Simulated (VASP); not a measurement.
# MgS5 (P-62m) in VASP: a series of runs

Runs on MgS5. Level: PBE. Tasks: single point.

All numbers are computed with VASP 6.6.1; they aren't measurements. Logs are shortened: lines on timing, memory, paths and dates and some standing lists are left out, and cuts for length are marked.

## Step 1: The cell of the first run

The structure is hexagonal, space group P-62m (No. 189). Conventional cell: a = 4.679 Å, b = 4.679 Å, c = 7.568 Å, α = 90.00°, β = 90.00°, γ = 120.00°. Mg (site symmetry -62m) has 6 S at 2.70 Å within 3.6 Å. Within 2.8 Å of S (site symmetry m2m) lie 2 S at 2.11 Å. S (site symmetry -6) has 3 S at 2.70 Å and 3 Mg at 2.70 Å within 3.6 Å.

The cell was generated, and may not be a known phase.

## Step 2: Single point, PBE

File INCAR:

```
SYSTEM = MgS5
  PREC = Accurate
  ENCUT = 520
  EDIFF = 1E-7
  ISMEAR = 0
  SIGMA = 0.1
  LREAL = .False.
  LASPH = .True.
  NELM = 80
  ALGO = Normal
  ISIF = 2
  LWAVE = .False.
  LCHARG = .False.
  GGA = PE
  NBANDS = 25
```

File KPOINTS:

```
Automatic mesh
0
Gamma
  3 3 4
  0 0 0
```

File POSCAR:

```
MgS5
1.0
    4.6791854708      0.0000000000      0.0000000000
   -2.3395927354      4.0522934867      0.0000000000
    0.0000000000      0.0000000000      7.5679909409
Mg S
1 5
Direct
    0.0000000000      0.0000000000      0.0000000000
    0.0000000000      0.7392664313      0.5000000000
    0.7392664313      0.0000000000      0.5000000000
    0.2607335687      0.2607335687      0.5000000000
    0.6666666667      0.3333333333      0.0000000000
    0.3333333333      0.6666666667      0.0000000000
```

Potentials or basis: VASP PAW PBE potentials, release 64 (Mg, S).

On the command line:

```
> cat potpaw_PBE.64/Mg/POTCAR potpaw_PBE.64/S/POTCAR > POTCAR
> mpirun -np 1 vasp_std > vasp.out
```

OUTCAR:

```text
SYSTEM = MgS5
   PREC = Accurate
   ENCUT = 520
   EDIFF = 1E-7
   ISMEAR = 0
   LREAL = .False.
   LASPH = .True.
   NELM = 80
   ISIF = 2
   GGA = PE

 ion  position               nearest neighbor table
   1  0.000  0.000  0.000-   5 2.70   6 2.70   6 2.70   5 2.70   5 2.70   6 2.70
   2  0.000  0.739  0.500-   4 2.11   3 2.11
   3  0.739  0.000  0.500-   4 2.11   2 2.11
   4  0.261  0.261  0.500-   2 2.11   3 2.11
   5  0.667  0.333  0.000-   6 2.70   1 2.70   6 2.70   1 2.70   1 2.70   6 2.70
   6  0.333  0.667  0.000-   5 2.70   1 2.70   5 2.70   1 2.70   1 2.70   5 2.70

  LATTYP: Found a hexagonal cell.
 ALAT       =     4.6791854708
 C/A-ratio  =     1.6173735767

  Lattice vectors:

 A1 = (   4.6791854708,   0.0000000000,   0.0000000000)
 A2 = (  -2.3395927354,   4.0522934867,   0.0000000000)
 A3 = (   0.0000000000,   0.0000000000,   7.5679909409)

Analysis of symmetry for initial positions (statically):
=====================================================================
 Subroutine PRICEL returns:
 Original cell was already a primitive cell.

 Routine SETGRP: Setting up the symmetry group for a
 hexagonal supercell.

 Subroutine GETGRP returns: Found 12 space group operations
 (whereof 12 operations were pure point group operations)
 out of a pool of 24 trial point group operations.

The static configuration has the point symmetry D_3h.

Analysis of symmetry for dynamics (positions and initial velocities):
=====================================================================
 Subroutine PRICEL returns:
 Original cell was already a primitive cell.

 Routine SETGRP: Setting up the symmetry group for a
 hexagonal supercell.

 Subroutine GETGRP returns: Found 12 space group operations
 (whereof 12 operations were pure point group operations)
 out of a pool of 24 trial point group operations.

The dynamic configuration has the point symmetry D_3h.

 Subroutine INISYM returns: Found 12 space group operations
 (whereof 12 operations are pure point group operations),
 and found     1 'primitive' translations

----------------------------------------------------------------------------------------

                                     Primitive cell

  volume of cell :     143.5000

  direct lattice vectors                    reciprocal lattice vectors
     4.679185471  0.000000000  0.000000000     0.213712409  0.123386917  0.000000000
    -2.339592735  4.052293487  0.000000000     0.000000000  0.246773834  0.000000000
     0.000000000  0.000000000  7.567990941     0.000000000  0.000000000  0.132135465

  length of vectors
     4.679185471  4.679185471  7.567990941     0.246773834  0.246773834  0.132135465

  position of ions in fractional coordinates (direct lattice)
     0.000000000  0.000000000  0.000000000
     0.000000000  0.739266431  0.500000000
     0.739266431  0.000000000  0.500000000
     0.260733569  0.260733569  0.500000000
     0.666666667  0.333333333  0.000000000
     0.333333333  0.666666667  0.000000000

  ion indices of the primitive-cell ions
   primitive index   ion index
                 1           1
                 2           2
                 3           3
                 4           4
                 5           5
                 6           6

----------------------------------------------------------------------------------------

 KPOINTS: Automatic mesh

Automatic generation of k-mesh.
 Grid dimensions read from file:
 generate k-points for:    3    3    4

 Generating k-lattice:

  Cartesian coordinates                     Fractional coordinates (reciprocal lattice)
     0.071237470  0.041128972  0.000000000     0.333333333  0.000000000  0.000000000
     0.000000000  0.082257945  0.000000000     0.000000000  0.333333333  0.000000000
     0.000000000  0.000000000  0.033033866     0.000000000  0.000000000  0.250000000

  Length of vectors
     0.082257945  0.082257945  0.033033866

  Shift w.r.t. Gamma in fractional coordinates (k-lattice)
     0.000000000  0.000000000  0.000000000

 Subroutine IBZKPT returns following result:
 ===========================================

 Found      9 irreducible k-points:

 Following reciprocal coordinates:
            Coordinates               Weight
  0.000000  0.000000  0.000000      1.000000
  0.333333  0.000000  0.000000      6.000000
  0.333333  0.333333  0.000000      2.000000
  0.000000  0.000000  0.250000      2.000000
  0.333333  0.000000  0.250000     12.000000
  0.333333  0.333333  0.250000      4.000000
  0.000000  0.000000  0.500000      1.000000
  0.333333  0.000000  0.500000      6.000000
  0.333333  0.333333  0.500000      2.000000
   k-points           NKPTS =      9   k-points in BZ     NKDIM =      9   number of bands    NBANDS=     25
   number of dos      NEDOS =    301   number of ions     NIONS =      6
   total plane-waves  NPLWV =  72576
   dimension x,y,z NGX =    36 NGY =   36 NGZ =   56
   dimension x,y,z NGXF=    72 NGYF=   72 NGZF=  112
   ions per type =               1   5
   NGX,Y,Z   is equivalent  to a cutoff of  12.79, 12.79, 12.30 a.u.
   NGXF,Y,Z  is equivalent  to a cutoff of  25.58, 25.58, 24.60 a.u.
 SYSTEM =  MgS5
   PREC   = accura    normal or accurate (medium, high low for compatibility)
   ISTART =      0    job   : 0-new  1-cont  2-samecut
   ICHARG =      2    charge: 1-file 2-atom 10-const
   ISPIN  =      1    spin polarized calculation?
   LNONCOLLINEAR =      F non collinear calculations
   LSORBIT =      F    spin-orbit coupling
   LASPH  =      T    aspherical Exc in radial PAW
   ENCUT  =  520.0 eV  38.22 Ry    6.18 a.u.   8.70  8.70 14.07*2*pi/ulx,y,z
   NELM   =     80;   NELMIN=  2; NELMDL= -5     # of ELM steps
   EDIFF  = 0.1E-06   stopping-criterion for ELM
   LREAL  =      F    real-space projection
   EDIFFG = 0.1E-05   stopping-criterion for IOM
   NSW    =      0    number of steps for IOM
   IBRION =     -1    ionic relax: 0-MD 1-quasi-New 2-CG
   NFREE  =      0    steps in history (QN), initial steepest desc. (CG)
   ISIF   =      2    stress and relaxation
   ISYM   =      2    0-nonsym 1-usesym 2-fastsym
   POTIM  = 0.5000    time-step for ionic-motion
   TEBEG  =    0.0;   TEEND  =   0.0 temperature during run
   PSTRESS=    0.0 pullay stress
   NELECT =      32.0000    total number of electrons
   NUPDOWN=      -1.0000    fix difference up-down
   EMIN   =  10.00;   EMAX   =-10.00  energy-range for DOS
   EFERMI =   0.00;   METHOD = LEGACY
   ISMEAR =     0;   SIGMA  =   0.10  broadening in eV -4-tet -1-fermi 0-gaus
   EFERMI_NEDOS =   21; number of points for ismear=-14 and -15
   IALGO  =     38    algorithm
   IMIX   =      4    mixing-type and parameters
     AMIX     =   0.40;   BMIX     =  1.00
     AMIX_MAG =   1.60;   BMIX_MAG =  1.00
  volume/ion in A,a.u.               =      23.92       161.40
  Fermi-wavevector in a.u.,A,eV,Ry     =   0.992752  1.876030 13.409319  0.985557
  Thomas-Fermi vector in A             =   2.124586
   LORBIT       =      0    0 simple, 1 ext, 2 COOP (PROOUT), +10 PAW based schemes
   GGA     = PE    functional components
   LHFCALC =     F    Hartree Fock is set to
   AEXX    =    0.0000 exact exchange contribution
   IVDW    =     0    specifies the selected vdW correction
   LEPSILON=     F    determine dielectric tensor
   LRPA    =     F    only Hartree local field effects (RPA)
 non-spin polarized calculation
 Gauss-broadening in eV      SIGMA  =   0.10
  energy-cutoff  :      520.00
  volume of cell :      143.50
 maximum number of plane-waves:      3875
 NGX is ok and might be reduce to    36
   NGX = 17   NGY = 17   NGZ = 29

 number of electron      31.9999989 magnetization

 Free energy of the ion-electron system (eV)
  ---------------------------------------------------
  ext. energy  EPLUGINS =         0.00000000
  ---------------------------------------------------
  free energy    TOTEN  =       -20.49731247 eV

  energy without entropy =      -20.47603575  energy(sigma->0) =      -20.48667411

 E-fermi :   2.5663     XC(G=0):  -8.5506

 val. band max:        2.5522152920   @ k =   0.0000   0.0000   0.5000
 cond. band min:       3.1877622974   @ k =   0.0000   0.0000   0.0000
 fundamental gap:      0.6355470053
 Fermi energy:         2.5662710666

 k-point     1 :       0.0000    0.0000    0.0000
  band No.  band energies     occupation
      1     -14.9227      2.00000
      2     -10.7359      2.00000
      3      -8.1801      2.00000
      4      -8.1801      2.00000
      5      -6.9457      2.00000
      6      -4.6846      2.00000
[... 17 lines left out ...]
     24       9.6339      0.00000
     25      10.1903      0.00000

 k-point     2 :       0.3333    0.0000    0.0000
  band No.  band energies     occupation
      1     -14.6113      2.00000
      2     -10.1477      2.00000
      3      -9.5713      2.00000
      4      -8.5698      2.00000
      5      -8.1199      2.00000
      6      -4.0073      2.00000
[... 17 lines left out ...]
     24       9.0847      0.00000
     25      10.3911      0.00000

 k-point     3 :       0.3333    0.3333    0.0000
  band No.  band energies     occupation
      1     -14.4269      2.00000
      2      -9.5688      2.00000
      3      -9.5688      2.00000
      4      -9.2068      2.00000
      5      -9.2068      2.00000
      6      -2.7781      2.00000
[... 132 lines left out ...]
 k-point     8 :       0.3333    0.0000    0.5000
  band No.  band energies     occupation
      1     -14.6110      2.00000
      2     -10.1408      2.00000
      3      -9.5824      2.00000
      4      -8.5683      2.00000
      5      -8.1225      2.00000
      6      -4.0141      2.00000
[... 17 lines left out ...]
     24       9.5964      0.00000
     25      10.0692      0.00000

 k-point     9 :       0.3333    0.3333    0.5000
  band No.  band energies     occupation
      1     -14.4268      2.00000
      2      -9.5494      2.00000
      3      -9.5494      2.00000
      4      -9.2298      2.00000
      5      -9.2298      2.00000
      6      -2.8498      2.00000
[... 17 lines left out ...]
     24      10.2269      0.00000
     25      10.2269      0.00000

------------------------ aborting loop because EDIFF is reached ----------------------------------------

  FORCE on cell =-STRESS in cart. coord.  units (eV):
  Direction    XX          YY          ZZ          XY          YZ          ZX
  --------------------------------------------------------------------------------------
  -------------------------------------------------------------------------------------
  Total       -0.4021119     -0.4021119      0.0119962      0.0000000      0.0000000      0.0000000
  in kB       -4.4895808     -4.4895808      0.1339378      0.0000000      0.0000000      0.0000000
  external PRESSURE =      -2.9484079 kB  Pullay stress =       0.0000000 kB

 VOLUME and BASIS-vectors are now :
 -----------------------------------------------------------------------------
  energy-cutoff  :      520.00
  volume of cell :      143.50
      direct lattice vectors                 reciprocal lattice vectors
     4.679185471  0.000000000  0.000000000     0.213712409  0.123386917  0.000000000
    -2.339592735  4.052293487  0.000000000     0.000000000  0.246773834  0.000000000
     0.000000000  0.000000000  7.567990941     0.000000000  0.000000000  0.132135465

 POSITION                                       TOTAL-FORCE (eV/Angst)
 -----------------------------------------------------------------------------------
      0.00000      0.00000      0.00000        -0.000000     -0.000000     -0.000000
     -1.72958      2.99572      3.78400        -0.099654      0.172605     -0.000000
      3.45916      0.00000      3.78400         0.199307     -0.000000      0.000000
      0.61001      1.05657      3.78400        -0.099654     -0.172605      0.000000
      2.33959      1.35076      0.00000        -0.000000     -0.000000     -0.000000
     -0.00000      2.70153      0.00000        -0.000000     -0.000000     -0.000000
 -----------------------------------------------------------------------------------
    total drift:                                0.000000      0.000000      0.000000

  FREE ENERGIE OF THE ION-ELECTRON SYSTEM (eV)
  ---------------------------------------------------
  free  energy   TOTEN  =       -20.4973124731 eV

  energy  without entropy=      -20.4760357512  energy(sigma->0) =      -20.48667411
```

Run time: 21 s. Hardware: 1 thread of Intel Xeon 6975P-C (Granite Rapids), shared host; peak memory 0.23 GiB.

Results:

```yaml
Free_energy: -20.4973 eV
Pressure: -0.3 GPa
Largest_force: 0.199 eV/Å
Band_gap_on_the_k_mesh: zero (bands 16 and 17 overlap by 0.10 eV)
```

Forces on the atoms (eV/Å):
```
Mg   0.000  0.000  0.000
S   -0.100  0.173  0.000
S    0.199  0.000  0.000
S   -0.100 -0.173  0.000
S    0.000  0.000  0.000
S    0.000  0.000  0.000
```

Stress tensor (GPa, compression positive):
```
-0.45  0.00  0.00
 0.00 -0.45  0.00
 0.00  0.00  0.01
```

Caveat: the k points lie up to 0.52 Å⁻¹ apart; semilocal functionals underestimate gaps, and a narrow one can read as zero.

(Continued in part 2 of 2.)

The gap in the log of VASP goes by the Fermi energy; the results here count the filled bands.